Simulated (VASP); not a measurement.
Here is a VASP 6.6.1 calculation.

The input INCAR:

```
SYSTEM = Ag
ALGO = Fast ; EDIFF = 1E-6
ENCUT = 520 ; GGA = PE
ISIF = 2 ; ISMEAR = -1
LASPH = .True. ; LCHARG = .True.
LELF = .True. ; LREAL = .False.
LVHAR = .True. ; LWAVE = .False.
NBANDS = 24 ; NELM = 100
PREC = Accurate ; SIGMA = 0.05
```

The input KPOINTS:

```
k-points
0
Gamma
  10 10 10
  0 0 0
```

POSCAR

```
Ag
1.0
    1.4828027268      0.8560965535      7.2523643044
   -1.4828027268      0.8560965535      7.2523643044
    0.0000000000     -1.7121931070      7.2523643044
Ag
3
Direct
    0.2222810000      0.2222810000      0.2222810000
    0.7777190000      0.7777190000      0.7777190000
    0.0000000000      0.0000000000      0.0000000000
```

Potentials or basis: VASP PAW PBE potentials, release 64 (Ag).

Launch:

```sh
$ cat potpaw_PBE.64/Ag/POTCAR > POTCAR
$ mpirun -np 1 vasp_std > vasp.out
```

(1) Estimate the pressure.

(2) Predict the band gap on the k mesh.

Results:

(1) -2.3 GPa.

(2) zero (an odd number of electrons rules out a gap without spin polarisation).
